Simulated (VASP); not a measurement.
Wanted: the native input for a VASP 6.6.1 run.

```
Task                   : single point
Functional             : PBE
Potentials or basis    : VASP PAW PBE potentials, release 64 (Ta_pv, F)
Cutoff                 : 520 eV
k mesh                 : 8 × 8 × 3
Occupations            : gaussian, width 0.2 eV
Spin                   : no spin polarisation
Dipole correction      : no
Further INCAR settings : ALGO = Normal; EDIFF = 1e-07; NBANDS = 26
```

The structure of TaF lies in POSCAR:

```
TaF
1.0
    2.4420716161     -1.5330187497      0.0797638976
    2.4420716161      1.5330187497      0.0797638976
   -1.9085249531      0.0000000000      8.1034679403
Ta F
2 2
Direct
    0.8269974417      0.8269974417      0.1455191595
    0.1730025583      0.1730025583      0.8544808405
    0.2283017826      0.2283017826      0.3227137098
    0.7716982174      0.7716982174      0.6772862902
```

One way to write it, as run:

INCAR

```
SYSTEM = TaF
PREC = Accurate
ENCUT = 520
EDIFF = 1E-7
ISMEAR = 0
SIGMA = 0.2
LREAL = .False.
LASPH = .True.
NELM = 80
ALGO = Normal
ISIF = 2
LWAVE = .False.
LCHARG = .False.
GGA = PE
NBANDS = 26
```

KPOINTS

```
regular mesh
0
Gamma
  8 8 3
  0 0 0
```

Potentials or basis: VASP PAW PBE potentials, release 64 (Ta_pv, F).

Command:

```bash
$ cat potpaw_PBE.64/Ta_pv/POTCAR potpaw_PBE.64/F/POTCAR > POTCAR
$ mpirun -np 1 vasp_std > vasp.out
```

It gave:

The pressure is 0.4 GPa. The largest force is 0.032 eV/Å and the band gap on the k mesh is zero (band 18 reaches 5.04 eV, above the bottom of band 19 at 4.05 eV).

Caveat: spin-orbit coupling is left out, which moves the levels of the heavy elements.

Wall time 44 s on 1 thread of Intel(R) Xeon(R) Platinum 8488C (Sapphire Rapids), on a shared host, peak memory 0.22 GiB.
